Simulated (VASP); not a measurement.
Here is a VASP 6.6.1 calculation.

The input INCAR:

```
SYSTEM = Zn
PREC     = Accurate       ! precision mode
ENCUT    = 520            ! plane-wave cutoff, eV
EDIFF    = 1E-7           ! SCF threshold, eV
ISMEAR   = 0              ! smearing method
SIGMA    = 0.15           ! smearing width, eV
LREAL    = .False.        ! projectors in reciprocal space
LASPH    = .True.         ! aspherical terms in the spheres
NELM     = 100            ! most SCF steps
ALGO     = Fast           ! electronic algorithm
ISIF     = 2              ! what is computed and relaxed
LWAVE    = .False.        ! write WAVECAR
LCHARG   = .True.         ! write CHGCAR
GGA      = PS             ! functional
LELF     = .True.         ! ELF
LVHAR    = .True.       
NBANDS   = 12             ! bands
```

Contents of KPOINTS:

```
Automatic mesh
0
Gamma
  24 24 24
  0 0 0
```

The input POSCAR:

```
Zn
1.0
   -2.1083389421      1.6122591911      1.6122591911
    1.6122591911     -2.1083389421      1.6122591911
    1.6122591911      1.6122591911     -2.1083389421
Zn
1
Direct
    0.0000000000      0.0000000000      0.0000000000
```

Potentials or basis: VASP PAW PBE potentials, release 64 (Zn).

The run is started by

```sh
$ cat potpaw_PBE.64/Zn/POTCAR > POTCAR
$ mpirun -np 1 vasp_std > vasp.out
```

Q: Predict the band gap on the k mesh.

A: Zero (band 6 reaches 6.11 eV, above the bottom of band 7 at -1.07 eV).

Q: Estimate the pressure.

A: 44.9 GPa.

Stress tensor (GPa, compression positive):
```
44.92 50.79 50.79
50.79 44.92 50.79
50.79 50.79 44.92
```

Caveat: the PAW data sets were made with another functional, which shifts forces and pressure a little.
